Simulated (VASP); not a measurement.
# BaTiO3 (P4mm) in VASP: notebook

The runs below take BaTiO3 through single point, with r2SCAN.

Everything below comes from runs of VASP 6.6.1. Logs are shortened: lines on timing, memory, paths and dates and some standing lists are left out, and cuts for length are marked.

## Step 1: The cell of the first run

The structure is tetragonal, space group P4mm (No. 99). The conventional cell has a = 3.994 Å, b = 3.994 Å, c = 3.994 Å, α = 90.00°, β = 90.00°, γ = 90.00°. Within 3.7 Å of Ba (site symmetry 4mm) lie 12 O at 2.82 Å and 8 Ti at 3.40 to 3.52 Å. Ti (site symmetry 4mm) has 6 O at 1.90 to 2.10 Å within 2.5 Å. Within 2.6 Å of O (site symmetry 2mm) lie 2 Ti at 2.00 Å. Within 2.5 Å of O (site symmetry 4mm) lie 2 Ti at 1.90 to 2.10 Å.

## Step 2: Single point, r2SCAN (atom 2 (Ti) moved -0.100 Å along Cartesian [1 0 0])

The input, POSCAR:

```
BaTiO3
1.0
    3.9939696187      0.0000000000      0.0000000000
    0.0000000000      3.9939696187      0.0000000000
    0.0000000000      0.0000000000      3.9941038410
Ba Ti O
1 1 3
Direct
    0.0000000000      0.0000000000      0.0000000000
    0.4749622532      0.5000000000      0.5000000000
    0.5000000000      0.5000000000      0.0000000000
    0.5000000000      0.0000000000      0.5000000000
    0.0000000000      0.5000000000      0.5000000000
```

The input, INCAR.step1:

```
ALGO = Normal
EDIFF = 1E-4
ENCUT = 520
GGA = PE
ISMEAR = 0
LASPH = True
LCHARG = False
LREAL = False
LWAVE = True
NBANDS = 28
NELM = 60
PREC = Accurate
SIGMA = 0.05
```

The input, INCAR.step2:

```
ALGO = Normal
EDIFF = 1E-6
ENCUT = 520
ISIF = 2
ISMEAR = 0
ISTART = 1
LASPH = True
LCHARG = True
LELF = True
LMIXTAU = True
LREAL = False
LVHAR = True
LWAVE = False
METAGGA = R2SCAN
NBANDS = 28
NELM = 60
PREC = Accurate
SIGMA = 0.05
```

The input, KPOINTS:

```
k-points
0
Gamma
  8 8 8
```

Potentials or basis: VASP PAW PBE potentials, release 64 (Ba_sv, Ti_sv, O).

Launch:

```bash
$ cat potpaw_PBE.64/Ba_sv/POTCAR potpaw_PBE.64/Ti_sv/POTCAR potpaw_PBE.64/O/POTCAR > POTCAR
$ cp INCAR.step1 INCAR
$ mpirun -np 1 vasp_std > vasp.out
$ cp INCAR.step2 INCAR
$ mpirun -np 1 vasp_std > vasp.out
```

OUTCAR:

```text
EDIFF = 1E-6
   ENCUT = 520
   ISIF = 2
   ISMEAR = 0
   ISTART = 1
   LASPH = True
   LREAL = False
   METAGGA = R2SCAN
   NELM = 60
   PREC = Accurate

 ion  position               nearest neighbor table
   1  0.000  0.000  0.000-   3 2.82   3 2.82   3 2.82   3 2.82   5 2.82   4 2.82   5 2.82   5 2.82
                             5 2.82   4 2.82   4 2.82   4 2.82   2 3.40   2 3.40   2 3.40   2 3.40
   2  0.475  0.500  0.500-   5 1.90   4 2.00   4 2.00   3 2.00   3 2.00   5 2.10   1 3.40   1 3.40
                             1 3.40   1 3.40   1 3.52   1 3.52   1 3.52   1 3.52
   3  0.500  0.500  0.000-   2 2.00   2 2.00   1 2.82   1 2.82   1 2.82   1 2.82
   4  0.500  0.000  0.500-   2 2.00   2 2.00   1 2.82   1 2.82   1 2.82   1 2.82
   5  0.000  0.500  0.500-   2 1.90   2 2.10   1 2.82   1 2.82   1 2.82   1 2.82

  LATTYP: Found a simple tetragonal cell.
 ALAT       =     3.9939696187
 C/A-ratio  =     1.0000336062

  Lattice vectors:

 A1 = (   3.9939696187,   0.0000000000,   0.0000000000)
 A2 = (   0.0000000000,   3.9939696187,   0.0000000000)
 A3 = (   0.0000000000,   0.0000000000,   3.9941038410)

Analysis of symmetry for initial positions (statically):
=====================================================================
 Subroutine PRICEL returns:
 Original cell was already a primitive cell.

 Routine SETGRP: Setting up the symmetry group for a
 simple tetragonal supercell.

 Subroutine GETGRP returns: Found  4 space group operations
 (whereof  4 operations were pure point group operations)
 out of a pool of 16 trial point group operations.

The static configuration has the point symmetry C_2v.

Analysis of symmetry for dynamics (positions and initial velocities):
=====================================================================
 Subroutine PRICEL returns:
 Original cell was already a primitive cell.

 Routine SETGRP: Setting up the symmetry group for a
 simple tetragonal supercell.

 Subroutine GETGRP returns: Found  4 space group operations
 (whereof  4 operations were pure point group operations)
 out of a pool of 16 trial point group operations.

The dynamic configuration has the point symmetry C_2v.

 Subroutine INISYM returns: Found  4 space group operations
 (whereof  4 operations are pure point group operations),
 and found     1 'primitive' translations

----------------------------------------------------------------------------------------

                                     Primitive cell

  volume of cell :      63.7131

  direct lattice vectors                    reciprocal lattice vectors
     3.993969619  0.000000000  0.000000000     0.250377468  0.000000000  0.000000000
     0.000000000  3.993969619  0.000000000     0.000000000  0.250377468  0.000000000
     0.000000000  0.000000000  3.994103841     0.000000000  0.000000000  0.250369054

  length of vectors
     3.993969619  3.993969619  3.994103841     0.250377468  0.250377468  0.250369054

  position of ions in fractional coordinates (direct lattice)
     0.000000000  0.000000000  0.000000000
     0.474962253  0.500000000  0.500000000
     0.500000000  0.500000000  0.000000000
     0.500000000  0.000000000  0.500000000
     0.000000000  0.500000000  0.500000000

  ion indices of the primitive-cell ions
   primitive index   ion index
                 1           1
                 2           2
                 3           3
                 4           4
                 5           5

----------------------------------------------------------------------------------------

 KPOINTS: k-points

Automatic generation of k-mesh.
 Grid dimensions read from file:
 generate k-points for:    8    8    8

 Generating k-lattice:

  Cartesian coordinates                     Fractional coordinates (reciprocal lattice)
     0.031297183  0.000000000  0.000000000     0.125000000  0.000000000  0.000000000
     0.000000000  0.031297183  0.000000000     0.000000000  0.125000000  0.000000000
     0.000000000  0.000000000  0.031296132     0.000000000  0.000000000  0.125000000

  Length of vectors
     0.031297183  0.031297183  0.031296132

  Shift w.r.t. Gamma in fractional coordinates (k-lattice)
     0.000000000  0.000000000  0.000000000

 Subroutine IBZKPT returns following result:
 ===========================================

 Found    125 irreducible k-points:

 Following reciprocal coordinates:
            Coordinates               Weight
  0.000000  0.000000  0.000000      1.000000
  0.125000  0.000000  0.000000      2.000000
  0.000000  0.125000  0.000000      2.000000
  0.250000  0.000000  0.000000      2.000000
  0.000000  0.250000  0.000000      2.000000
  0.375000  0.000000  0.000000      2.000000
[... 16 lines left out ...]
  0.500000  0.375000  0.000000      2.000000
 -0.375000  0.500000  0.000000      2.000000
 [... further k-points ...]
   k-points           NKPTS =    125   k-points in BZ     NKDIM =    125   number of bands    NBANDS=     28
[... 39 lines left out ...]
  Fermi-wavevector in a.u.,A,eV,Ry     =   1.401797  2.649013 26.735932  1.965036
  Thomas-Fermi vector in A             =   2.524623
   LORBIT       =      0    0 simple, 1 ext, 2 COOP (PROOUT), +10 PAW based schemes
   METAGGA = R2SCAN    functional components
   LHFCALC =     F    Hartree Fock is set to
   AEXX    =    0.0000 exact exchange contribution
   IVDW    =     0    specifies the selected vdW correction
   LEPSILON=     F    determine dielectric tensor
   LRPA    =     F    only Hartree local field effects (RPA)
 non-spin polarized calculation
 Gauss-broadening in eV      SIGMA  =   0.05
  energy-cutoff  :      520.00
  volume of cell :       63.71
 maximum number of plane-waves:      1747
 NGX is ok and might be reduce to    30
   NGX = 15   NGY = 15   NGZ = 15

 number of electron      39.9999978 magnetization

 Free energy of the ion-electron system (eV)
  ---------------------------------------------------
  ext. energy  EPLUGINS =         0.00000000
  ---------------------------------------------------
  free energy    TOTEN  =       -74.22407477 eV

  energy without entropy =      -74.22407477  energy(sigma->0) =      -74.22407477

 E-fermi :   3.9786     XC(G=0): -11.9525

 val. band max:        3.6121003818   @ k =   0.5000   0.5000   0.5000
 cond. band min:       5.7741385736   @ k =   0.0000   0.0000   0.0000
 fundamental gap:      2.1620381918
 Fermi energy:         3.9786273368

 k-point     1 :       0.0000    0.0000    0.0000
  band No.  band energies     occupation
      1     -55.2048      2.00000
      2     -30.3932      2.00000
      3     -30.3665      2.00000
      4     -30.3665      2.00000
      5     -21.8885      2.00000
      6     -14.2969      2.00000
[... 20 lines left out ...]
     27       9.1863      0.00000
     28      11.9509      0.00000

 k-point     2 :       0.1250    0.0000    0.0000
  band No.  band energies     occupation
      1     -55.2046      2.00000
      2     -30.4021      2.00000
      3     -30.3662      2.00000
      4     -30.3662      2.00000
      5     -21.8694      2.00000
      6     -14.2951      2.00000
[... 20 lines left out ...]
     27       9.5036      0.00000
     28      12.3321      0.00000

 k-point     3 :       0.0000    0.1250    0.0000
  band No.  band energies     occupation
      1     -55.2046      2.00000
      2     -30.3929      2.00000
      3     -30.3753      2.00000
      4     -30.3662      2.00000
      5     -21.8693      2.00000
      6     -14.3108      2.00000
[... 20 lines left out ...]
     27       9.4952      0.00000
     28      12.3252      0.00000

 k-point     4 :       0.2500    0.0000    0.0000
  band No.  band energies     occupation
      1     -55.2042      2.00000
      2     -30.4236      2.00000
      3     -30.3655      2.00000
      4     -30.3654      2.00000
      5     -21.8226      2.00000
      6     -14.3485      2.00000
[... 578 lines left out ...]
     27      12.6123      0.00000
     28      13.6457      0.00000

 k-point    23 :       0.5000    0.3750    0.0000
  band No.  band energies     occupation
      1     -55.2026      2.00000
      2     -30.4506      2.00000
      3     -30.4142      2.00000
      4     -30.3626      2.00000
      5     -21.6830      2.00000
      6     -14.0432      2.00000
[... 20 lines left out ...]
     27      12.3497      0.00000
     28      13.9234      0.00000

 k-point    24 :      -0.3750    0.5000    0.0000
  band No.  band energies     occupation
      1     -55.2026      2.00000
      2     -30.4415      2.00000
      3     -30.4232      2.00000
      4     -30.3626      2.00000
      5     -21.6829      2.00000
      6     -14.0592      2.00000
[... 20 lines left out ...]
     27      12.3467      0.00000
     28      13.9758      0.00000

 [... further k-points ...]

------------------------ aborting loop because EDIFF is reached ----------------------------------------

  FORCE on cell =-STRESS in cart. coord.  units (eV):
  Direction    XX          YY          ZZ          XY          YZ          ZX
  --------------------------------------------------------------------------------------
  -------------------------------------------------------------------------------------
  Total        1.3567905      0.8654100      0.8625370      0.0000000      0.0000000      0.0000000
  in kB       34.1188602     21.7622415     21.6899948      0.0000000      0.0000000      0.0000000
  external PRESSURE =      25.8570322 kB  Pullay stress =       0.0000000 kB

 VOLUME and BASIS-vectors are now :
 -----------------------------------------------------------------------------
  energy-cutoff  :      520.00
  volume of cell :       63.71
      direct lattice vectors                 reciprocal lattice vectors
     3.993969619  0.000000000  0.000000000     0.250377468  0.000000000  0.000000000
     0.000000000  3.993969619  0.000000000     0.000000000  0.250377468  0.000000000
     0.000000000  0.000000000  3.994103841     0.000000000  0.000000000  0.250369054

 POSITION                                       TOTAL-FORCE (eV/Angst)
 -----------------------------------------------------------------------------------
      0.00000      0.00000      0.00000        -0.376885      0.000000      0.000000
      1.89698      1.99698      1.99705         0.218244      0.000000      0.000000
      1.99698      1.99698      0.00000        -0.100391      0.000000      0.000000
      1.99698      0.00000      1.99705        -0.100318      0.000000      0.000000
      0.00000      1.99698      1.99705         0.359350      0.000000      0.000000
 -----------------------------------------------------------------------------------
    total drift:                               -0.002734      0.000000     -0.000000

  FREE ENERGIE OF THE ION-ELECTRON SYSTEM (eV)
  ---------------------------------------------------
  free  energy   TOTEN  =       -74.2240747742 eV

  energy  without entropy=      -74.2240747742  energy(sigma->0) =      -74.22407477
```

Run time: 17 min. Hardware: 1 thread of Oxide Virtual Turin-like, shared host; peak memory 0.3 GiB.

Results:

* Free energy: -74.2241 eV
* Pressure: 2.6 GPa
* Largest force: 0.377 eV/Å
* Band gap on the k mesh: 2.16 eV (least direct gap 2.42 eV)

Forces in eV/Å, atoms in the order of the input:
```
Ba  -0.377  0.000  0.000
Ti   0.218  0.000  0.000
O   -0.100  0.000  0.000
O   -0.100  0.000  0.000
O    0.359  0.000  0.000
```

Levels at points of the mesh, in eV from the valence-band top:
| k point | band 16 | band 17 | band 18 | band 19 | band 20 | band 21 | band 22 | band 23 | band 24 | band 25 |
| --- | --- | --- | --- | --- | --- | --- | --- | --- | --- | --- |
| (0.00, 0.00, 0.00) | -1.25 | -1.16 | -0.28 | -0.26 | -0.26 | 2.16 | 2.33 | 2.33 | 4.26 | 4.37 |
| (0.50, 0.00, 0.00) | -1.95 | -1.94 | -1.94 | -0.75 | -0.75 | 2.32 | 3.96 | 3.96 | 4.27 | 6.45 |
| (0.00, 0.50, 0.00) | -1.96 | -1.83 | -1.72 | -0.93 | -0.85 | 2.48 | 3.88 | 3.91 | 4.34 | 6.32 |
| (0.50, 0.50, 0.00) | -2.70 | -1.78 | -0.90 | -0.89 | -0.16 | 3.90 | 3.97 | 4.36 | 5.18 | 8.14 |
| (0.00, 0.00, 0.50) | -1.96 | -1.83 | -1.72 | -0.93 | -0.85 | 2.48 | 3.88 | 3.91 | 4.34 | 6.32 |
| (0.50, 0.00, 0.50) | -2.70 | -1.78 | -0.90 | -0.89 | -0.16 | 3.90 | 3.97 | 4.36 | 5.18 | 8.14 |
| (0.00, 0.50, 0.50) | -2.70 | -1.83 | -1.02 | -1.02 | -0.09 | 3.92 | 3.92 | 4.34 | 5.14 | 8.12 |
| (0.50, 0.50, 0.50) | -2.47 | -2.41 | -0.07 | -0.07 | 0.00 | 4.58 | 4.59 | 4.59 | 7.24 | 7.43 |

Caveat: the cell differs from its parent crystal (atom 2 (Ti) moved -0.100 Å along Cartesian [1 0 0]); the PAW data sets were made with another functional, which shifts forces and pressure a little; spin-orbit coupling is left out, which moves the levels of the heavy elements. A k mesh can miss the band edges.

## Step 3: Single point, r2SCAN (atom 2 (Ti) moved +0.067 Å along Cartesian [1 0 0])

POSCAR: that of step 2 with these lines changed.

```diff
@@ -9,3 +9,3 @@
     0.0000000000      0.0000000000      0.0000000000
-    0.4749622532      0.5000000000      0.5000000000
+    0.5167001771      0.5000000000      0.5000000000
     0.5000000000      0.5000000000      0.0000000000
```

The input, INCAR.step1:

```
SYSTEM = BaTiO3
PREC = Accurate ; ENCUT = 520
ISMEAR = 0 ; SIGMA = 0.05
LREAL = .False. ; LASPH = .True.
NELM = 100 ; NBANDS = 28
GGA = PE ; ALGO = Normal
EDIFF = 1E-4 ; LWAVE = .True.
LCHARG = .False.
```

The input, INCAR.step2:

```
SYSTEM = BaTiO3
PREC = Accurate ; ENCUT = 520
EDIFF = 1E-6 ; ISMEAR = 0
SIGMA = 0.05 ; LREAL = .False.
LASPH = .True. ; NELM = 100
ALGO = Normal ; ISIF = 2
LWAVE = .False. ; LCHARG = .False.
METAGGA = R2SCAN ; LMIXTAU = .True.
NBANDS = 28 ; ISTART = 1
```

The input, KPOINTS:

```
regular mesh
0
Gamma
  8 8 8
  0 0 0
```

Potentials or basis: VASP PAW PBE potentials, release 64 (Ba_sv, Ti_sv, O).

Launch:

```bash
$ cat potpaw_PBE.64/Ba_sv/POTCAR potpaw_PBE.64/Ti_sv/POTCAR potpaw_PBE.64/O/POTCAR > POTCAR
$ cp INCAR.step1 INCAR
$ mpirun -np 1 vasp_std > vasp.out
$ cp INCAR.step2 INCAR
$ mpirun -np 1 vasp_std > vasp.out
```

It took 19 min on 1 thread of Oxide Virtual Turin-like, shared host; peak memory 0.3 GiB.

The run converged. Its results:

* Free energy: -74.2288 eV
* Pressure: 2.3 GPa
* Largest force: 0.296 eV/Å
* Band gap on the k mesh: 2.16 eV (least direct gap 2.36 eV)

Forces on the atoms (eV/Å):
```
Ba   0.252  0.000  0.000
Ti  -0.081  0.000  0.000
O    0.062  0.000  0.000
O    0.062  0.000  0.000
O   -0.296  0.000  0.000
```

Stress tensor (GPa, compression positive):
```
2.64 0.00 0.00
0.00 2.07 0.00
0.00 0.00 2.07
```

Levels at points of the mesh, in eV from the valence-band top:
| k point | band 16 | band 17 | band 18 | band 19 | band 20 | band 21 | band 22 | band 23 | band 24 | band 25 |
| --- | --- | --- | --- | --- | --- | --- | --- | --- | --- | --- |
| (0.00, 0.00, 0.00) | -1.18 | -1.15 | -0.21 | -0.21 | -0.21 | 2.16 | 2.23 | 2.23 | 4.24 | 4.29 |
| (0.50, 0.00, 0.00) | -1.95 | -1.88 | -1.88 | -0.75 | -0.75 | 2.31 | 3.92 | 3.92 | 4.24 | 6.41 |
| (0.00, 0.50, 0.00) | -1.95 | -1.83 | -1.76 | -0.83 | -0.80 | 2.39 | 3.88 | 3.90 | 4.28 | 6.35 |
| (0.50, 0.50, 0.00) | -2.70 | -1.78 | -0.89 | -0.88 | -0.12 | 3.90 | 3.93 | 4.35 | 5.16 | 8.16 |
| (0.00, 0.00, 0.50) | -1.95 | -1.83 | -1.76 | -0.83 | -0.80 | 2.39 | 3.88 | 3.90 | 4.28 | 6.35 |
| (0.50, 0.00, 0.50) | -2.70 | -1.78 | -0.89 | -0.88 | -0.12 | 3.90 | 3.93 | 4.35 | 5.16 | 8.16 |
| (0.00, 0.50, 0.50) | -2.70 | -1.80 | -0.94 | -0.94 | -0.09 | 3.91 | 3.91 | 4.34 | 5.14 | 8.14 |
| (0.50, 0.50, 0.50) | -2.44 | -2.42 | -0.03 | -0.03 | 0.00 | 4.58 | 4.59 | 4.59 | 7.34 | 7.44 |

Caveat: the cell differs from its parent crystal (atom 2 (Ti) moved +0.067 Å along Cartesian [1 0 0]); the PAW data sets were made with another functional, which shifts forces and pressure a little; spin-orbit coupling is left out, which moves the levels of the heavy elements.

## Step 4: Single point, r2SCAN (atom 2 (Ti) moved -0.033 Å along Cartesian [1 0 0])

POSCAR: that of step 3 with these lines changed.

```diff
@@ -9,3 +9,3 @@
     0.0000000000      0.0000000000      0.0000000000
-    0.5167001771      0.5000000000      0.5000000000
+    0.4916624303      0.5000000000      0.5000000000
     0.5000000000      0.5000000000      0.0000000000
```

The input, INCAR.step1:

```
PREC = Accurate
ENCUT = 520
ISMEAR = 0
SIGMA = 0.05
LREAL = F
LASPH = T
NELM = 100
NBANDS = 28
GGA = PE
ALGO = Normal
EDIFF = 1E-4
LWAVE = T
LCHARG = F
```

The input, INCAR.step2:

```
PREC = Accurate
ENCUT = 520
EDIFF = 1E-6
ISMEAR = 0
SIGMA = 0.05
LREAL = F
LASPH = T
NELM = 100
ALGO = Normal
ISIF = 2
LWAVE = F
LCHARG = F
METAGGA = R2SCAN
LMIXTAU = T
NBANDS = 28
ISTART = 1
```

The input, KPOINTS:

```
Automatic mesh
0
Gamma
  8 8 8
```

Launch:

```bash
$ cat potpaw_PBE.64/Ba_sv/POTCAR potpaw_PBE.64/Ti_sv/POTCAR potpaw_PBE.64/O/POTCAR > POTCAR
$ cp INCAR.step1 INCAR
$ mpirun -np 1 vasp_std > vasp.out
$ cp INCAR.step2 INCAR
$ mpirun -np 1 vasp_std > vasp.out
```

Wall time 18 min (1 thread of Oxide Virtual Turin-like, shared host); peak memory 0.3 GiB.

Results (log left out):

| Property | Result |
| --- | --- |
| Free energy | -74.2302 eV |
| Pressure | 2.1 GPa |
| Largest force | 0.165 eV/Å |
| Band gap on the k mesh | 2.15 eV (least direct gap 2.32 eV) |

Forces in eV/Å, atoms in the order of the input:
```
Ba  -0.126  0.000  0.000
Ti   0.017  0.000  0.000
O   -0.029  0.000  0.000
O   -0.029  0.000  0.000
O    0.165  0.000  0.000
```

Stress tensor (GPa, compression positive):
```
2.17 0.00 0.00
0.00 2.01 0.00
0.00 0.00 2.00
```

Levels at points of the mesh, in eV from the valence-band top:
```tsv
k point	band 17	band 18	band 19	band 20	band 21	band 22	band 23	band 24
(0.00, 0.00, 0.00)	-1.14	-0.17	-0.17	-0.17	2.15	2.17	2.17	4.22
(0.50, 0.00, 0.00)	-1.85	-1.85	-0.75	-0.75	2.31	3.89	3.89	4.23
(0.00, 0.50, 0.00)	-1.83	-1.81	-0.77	-0.76	2.32	3.88	3.89	4.24
(0.50, 0.50, 0.00)	-1.78	-0.89	-0.88	-0.10	3.89	3.90	4.34	5.14
(0.00, 0.00, 0.50)	-1.83	-1.81	-0.77	-0.76	2.32	3.88	3.89	4.24
(0.50, 0.00, 0.50)	-1.78	-0.89	-0.88	-0.10	3.89	3.90	4.34	5.15
(0.00, 0.50, 0.50)	-1.79	-0.90	-0.90	-0.09	3.90	3.90	4.34	5.14
(0.50, 0.50, 0.50)	-2.42	-0.01	-0.01	0.00	4.58	4.59	4.59	7.41
```

Caveat: the cell differs from its parent crystal (atom 2 (Ti) moved -0.033 Å along Cartesian [1 0 0]); the PAW data sets were made with another functional, which shifts forces and pressure a little; spin-orbit coupling is left out, which moves the levels of the heavy elements. A k mesh can miss the band edges.

## Step 5: The runs side by side

| cell | gap on the mesh (eV) | pressure (GPa) | largest force (eV/Å) |
| --- | --- | --- | --- |
| as given, atomic positions A | 2.16 | 2.6 | 0.38 |
| as given, atomic positions B | 2.16 | 2.3 | 0.30 |
| as given, atomic positions C | 2.15 | 2.1 | 0.17 |

Alike in all rows: task single point; level r2SCAN; potentials or basis VASP PAW PBE potentials, release 64 (Ba_sv, Ti_sv, O); no spin polarisation; k mesh 8 × 8 × 8; cutoff (eV) 520; smearing gaussian 0.05 eV.

Caveats: the PAW data sets were made with another functional, which shifts forces and pressure a little; spin-orbit coupling is left out, which moves the levels of the heavy elements.

Total energies depend on the potentials used, so only differences within one code and one set of settings carry meaning.
